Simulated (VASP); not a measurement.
Input of a VASP 6.6.1 run:

File INCAR:

```
SYSTEM = AlGa3N4
PREC = Accurate
ENCUT = 1330
EDIFF = 1E-6
ISMEAR = 0
SIGMA = 0.05
LREAL = .FALSE.
LASPH = .TRUE.
NELM = 120
ALGO = Normal
ISIF = 2
LWAVE = .FALSE.
LCHARG = .TRUE.
LELF = .TRUE.
LVHAR = .TRUE.
NBANDS = 41
GGA_COMPAT = .FALSE.
```

Contents of KPOINTS:

```
Automatic mesh
0
G
  6 6 6
  0 0 0
```

File POSCAR:

```
AlGa3N4
1.0
    4.3669703057      0.0000000000      0.0000000000
    0.0000000000      4.3669703057      0.0000000000
    0.0000000000      0.0000000000      4.3669703057
Al Ga N
1 3 4
Direct
    0.0000000000      0.0000000000      0.0000000000
    0.5000000000      0.5000000000      0.0000000000
    0.5000000000      0.0000000000      0.5000000000
    0.0000000000      0.5000000000      0.5000000000
    0.7548078379      0.7548078379      0.2451921621
    0.7548078379      0.2451921621      0.7548078379
    0.2451921621      0.7548078379      0.7548078379
    0.2451921621      0.2451921621      0.2451921621
```

Potentials or basis: VASP PAW LDA potentials, release 64 (Al, Ga_d, N_h).

Run with:

```sh
$ cat potpaw_LDA.64/Al/POTCAR potpaw_LDA.64/Ga_d/POTCAR potpaw_LDA.64/N_h/POTCAR > POTCAR
$ mpirun -np 1 vasp_std > vasp.out
```

Problem. Estimate the band gap on the k mesh.

Solution. 2.86 eV.

Problem. What does it give for the pressure?

Solution. 10.2 GPa.

Problem. What does it give for the largest force?

Solution. 0.046 eV/Å.

Forces on the atoms (eV/Å):
```
Al   0.000  0.000  0.000
Ga   0.000  0.000  0.000
Ga   0.000  0.000  0.000
Ga   0.000  0.000  0.000
N    0.027  0.027 -0.027
N    0.027 -0.027  0.027
N   -0.027  0.027  0.027
N   -0.027 -0.027 -0.027
```

Caveat: the cell stands under pressure.
